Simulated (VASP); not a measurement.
# Ru in VASP: a series of runs, part 2 of 2

VASP 6.6.1. Earlier steps stand in the parts before.

## (5) Single point, LDA

This run uses another cell than the first one, of 30.31 Å³/atom, 1.412 times its volume.

Contents of INCAR:

```
SYSTEM = Ru
ALGO = Normal
DIPOL = 0.5 0.5 0.500
EDIFF = 1E-6
ENCUT = 520
IDIPOL = 3
ISIF = 2
ISMEAR = -1
LASPH = .True.
LCHARG = .False.
LDIPOL = .True.
LREAL = .False.
LWAVE = .False.
NBANDS = 43
NELM = 100
PREC = Accurate
SIGMA = 0.1
```

Contents of KPOINTS:

```
k-points
0
Gamma
  14 14 1
  0 0 0
```

Contents of POSCAR:

```
Ru
1.0
    2.6752522144      0.0000000000      0.0000000000
   -1.3376261072      2.3168363792      0.0000000000
    0.0000000000      0.0000000000     24.4488000000
Ru
5
Direct
    0.0000000000      0.0000000000      0.3272140670
    0.3333333340      0.6666666660      0.4136070336
    0.0000000000      0.0000000000      0.4999999997
    0.3333333340      0.6666666660      0.5863929664
    0.0000000000      0.0000000000      0.6727859330
```

Potentials or basis: VASP PAW LDA potentials, release 64 (Ru_pv).

The run is started by

```
$ cat potpaw_LDA.64/Ru_pv/POTCAR > POTCAR
$ mpirun -np 1 vasp_std > vasp.out
```

OUTCAR:

```text
SYSTEM = Ru
   EDIFF = 1E-6
   ENCUT = 520
   ISIF = 2
   ISMEAR = -1
   LASPH = .True.
   LREAL = .False.
   NELM = 100
   PREC = Accurate

 ion  position               nearest neighbor table
   1  0.000  0.000  0.327-   2 2.62   2 2.62   2 2.62
   2  0.333  0.667  0.414-   3 2.62   3 2.62   3 2.62   1 2.62   1 2.62   1 2.62
   3  0.000  0.000  0.500-   2 2.62   2 2.62   2 2.62   4 2.62   4 2.62   4 2.62
   4  0.333  0.667  0.586-   5 2.62   5 2.62   3 2.62   3 2.62   5 2.62   3 2.62
   5  0.000  0.000  0.673-   4 2.62   4 2.62   4 2.62

  LATTYP: Found a hexagonal cell.
 ALAT       =     2.6752522144
 C/A-ratio  =     9.1388766519

  Lattice vectors:

 A1 = (   2.6752522144,   0.0000000000,   0.0000000000)
 A2 = (  -1.3376261072,   2.3168363792,   0.0000000000)
 A3 = (   0.0000000000,   0.0000000000,  24.4488000000)

Analysis of symmetry for initial positions (statically):
=====================================================================
 Subroutine PRICEL returns:
 Original cell was already a primitive cell.

 Routine SETGRP: Setting up the symmetry group for a
 hexagonal supercell.

 Subroutine GETGRP returns: Found 12 space group operations
[... 180 lines left out ...]
  band No.  band energies     occupation
      1     -40.7892      2.00000
      2     -40.4797      2.00000
      3     -40.0042      2.00000
      4     -39.8333      2.00000
      5     -39.8333      2.00000
      6     -39.8032      2.00000
[... 1093 lines left out ...]
     42      10.1930      0.00000
     43      10.4903      0.00000

------------------------ aborting loop because EDIFF is reached ----------------------------------------

 vacuum level on the upper side and lower side of the slab       (xc-potential included)        -0.141        -0.141

  FORCE on cell =-STRESS in cart. coord.  units (eV):
  Direction    XX          YY          ZZ          XY          YZ          ZX
  --------------------------------------------------------------------------------------
  -------------------------------------------------------------------------------------
  Total       -4.1764588     -4.1764588     -2.7921531      0.0000000      0.0000000      0.0000000
  in kB      -44.1571602    -44.1571602    -29.5210750      0.0000000      0.0000000      0.0000000
  external PRESSURE =     -39.2784651 kB  Pullay stress =       0.0000000 kB

 VOLUME and BASIS-vectors are now :
 -----------------------------------------------------------------------------
  energy-cutoff  :      520.00
  volume of cell :      151.54
      direct lattice vectors                 reciprocal lattice vectors
     2.675252214  0.000000000  0.000000000     0.373796532  0.215811528  0.000000000
    -1.337626107  2.316836379  0.000000000     0.000000000  0.431623057  0.000000000
     0.000000000  0.000000000 24.448800000     0.000000000  0.000000000  0.040901803

 POSITION                                       TOTAL-FORCE (eV/Angst)
 -----------------------------------------------------------------------------------
      0.00000      0.00000      7.99999        -0.000000      0.000000      0.714195
      0.00000      1.54456     10.11220         0.000000      0.000000     -0.781588
      0.00000      0.00000     12.22440        -0.000000      0.000000      0.000000
      0.00000      1.54456     14.33660         0.000000      0.000000      0.781588
      0.00000      0.00000     16.44881        -0.000000     -0.000000     -0.714195
 -----------------------------------------------------------------------------------
    total drift:                               -0.000005      0.000003      0.000019

  FREE ENERGIE OF THE ION-ELECTRON SYSTEM (eV)
  ---------------------------------------------------
  free  energy   TOTEN  =       -51.0174141039 eV

  energy  without entropy=      -50.8367389965  energy(sigma->0) =      -50.92707655

 vacuum level on the upper side and lower side of the slab         8.078         8.078
```

It took 4.9 min on 1 thread of Intel Xeon 6975P-C, shared host; peak memory 0.28 GiB.

What came out:

```yaml
Free_energy: -51.0174 eV
Largest_force: 0.782 eV/Å
Band_gap_on_the_k_mesh: zero (band 35 reaches 4.32 eV, above the bottom of band 36 at 1.67 eV)
```

Forces in eV/Å, atoms in the order of the input:
```
Ru   0.000  0.000  0.714
Ru   0.000  0.000 -0.782
Ru   0.000  0.000  0.000
Ru   0.000  0.000  0.782
Ru   0.000  0.000 -0.714
```

## (6) Single point, LDA

This run uses another cell than the first one, of 30.31 Å³/atom, 1.412 times its volume.

Contents of INCAR:

```
  ALGO = Normal
  DIPOL = 0.5 0.5 0.500
  EDIFF = 1E-6
  ENCUT = 520
  IDIPOL = 3
  ISIF = 2
  ISMEAR = -1
  LASPH = T
  LCHARG = F
  LDIPOL = T
  LREAL = F
  LWAVE = F
  NBANDS = 43
  NELM = 60
  PREC = Accurate
  SIGMA = 0.1
```

Contents of KPOINTS:

```
k-points
0
Gamma
  14 14 1
```

Contents of POSCAR:

```
Ru
1.0
    2.6752522144      0.0000000000      0.0000000000
   -1.3376261072      2.3168363792      0.0000000000
    0.0000000000      0.0000000000     24.4488000000
Ru
5
Direct
    0.0000000000      0.0000000000      0.3298286216
    0.3333333333      0.6666666667      0.4130118673
    0.0000000000      0.0000000000      0.5000000005
    0.3333333333      0.6666666667      0.5869881316
    0.0000000000      0.0000000000      0.6701713788
```

Potentials or basis: VASP PAW LDA potentials, release 64 (Ru_pv).

The run is started by

```
$ cat potpaw_LDA.64/Ru_pv/POTCAR > POTCAR
$ mpirun -np 1 vasp_std > vasp.out
```

OUTCAR:

```text
EDIFF = 1E-6
   ENCUT = 520
   ISIF = 2
   ISMEAR = -1
   LASPH = T
   LREAL = F
   NELM = 60
   PREC = Accurate

 ion  position               nearest neighbor table
   1  0.000  0.000  0.330-   2 2.55   2 2.55   2 2.55
   2  0.333  0.667  0.413-   1 2.55   1 2.55   1 2.55   3 2.63   3 2.63   3 2.63
   3  0.000  0.000  0.500-   4 2.63   4 2.63   4 2.63   2 2.63   2 2.63   2 2.63
   4  0.333  0.667  0.587-   5 2.55   5 2.55   5 2.55   3 2.63   3 2.63   3 2.63
   5  0.000  0.000  0.670-   4 2.55   4 2.55   4 2.55

  LATTYP: Found a hexagonal cell.
 ALAT       =     2.6752522144
 C/A-ratio  =     9.1388766519

  Lattice vectors:

[... 1304 lines left out ...]
  Total       -2.8365567     -2.8365567      0.4353968      0.0000000      0.0000000      0.0000000
  in kB      -29.9905481    -29.9905481      4.6033945      0.0000000      0.0000000      0.0000000
  external PRESSURE =     -18.4592339 kB  Pullay stress =       0.0000000 kB

 VOLUME and BASIS-vectors are now :
 -----------------------------------------------------------------------------
  energy-cutoff  :      520.00
  volume of cell :      151.54
      direct lattice vectors                 reciprocal lattice vectors
     2.675252214  0.000000000  0.000000000     0.373796532  0.215811528  0.000000000
    -1.337626107  2.316836379  0.000000000     0.000000000  0.431623057  0.000000000
     0.000000000  0.000000000 24.448800000     0.000000000  0.000000000  0.040901803

 POSITION                                       TOTAL-FORCE (eV/Angst)
 -----------------------------------------------------------------------------------
      0.00000      0.00000      8.06391        -0.000000      0.000000     -0.068522
     -0.00000      1.54456     10.09764         0.000000      0.000000      0.017634
      0.00000      0.00000     12.22440         0.000000      0.000000      0.000000
     -0.00000      1.54456     14.35116         0.000000     -0.000000     -0.017634
      0.00000      0.00000     16.38489        -0.000000      0.000000      0.068522
 -----------------------------------------------------------------------------------
    total drift:                                0.000000     -0.000000      0.000013

  FREE ENERGIE OF THE ION-ELECTRON SYSTEM (eV)
  ---------------------------------------------------
  free  energy   TOTEN  =       -51.0730714061 eV

  energy  without entropy=      -50.8945576074  energy(sigma->0) =      -50.98381451

 vacuum level on the upper side and lower side of the slab         8.028         8.028
```

stdout:

```text
POSCAR found type information on POSCAR Ru
 POSCAR found :  1 types and       5 ions
 scaLAPACK will be used
 LDA part: xc-table for (Slater(with rela. corr.)+CA(PZ))
 , standard interpolation
 POSCAR, INCAR and KPOINTS ok, starting setup
 FFT: planning ... GRIDC
 FFT: planning ... GRID_SOFT
 FFT: planning ... GRID
 WAVECAR not read
 entering main loop
```

Wall time 4.5 min (1 thread of Intel Xeon 6975P-C, shared host); peak memory 0.27 GiB.

What came out:

| Item | Value |
| --- | --- |
| Free energy | -51.0731 eV |
| Largest force | 0.069 eV/Å |
| Band gap on the k mesh | zero (band 35 reaches 4.31 eV, above the bottom of band 36 at 1.69 eV) |

Forces on the atoms (eV/Å):
```
Ru   0.000  0.000 -0.069
Ru   0.000  0.000  0.018
Ru   0.000  0.000  0.000
Ru   0.000  0.000 -0.018
Ru   0.000  0.000  0.069
```

Levels at points of the mesh, in eV from the Fermi level:
```csv
k point,band 30,band 31,band 32,band 33,band 34,band 35,band 36,band 37,band 38,band 39
"(0.00, 0.00, 0.00)",-2.41,-2.35,-2.09,-2.09,-1.36,-1.08,-1.08,-0.28,-0.28,0.38
"(0.50, 0.00, 0.00)",-0.91,-0.87,0.63,0.73,0.97,1.49,1.53,1.67,1.86,2.09
```
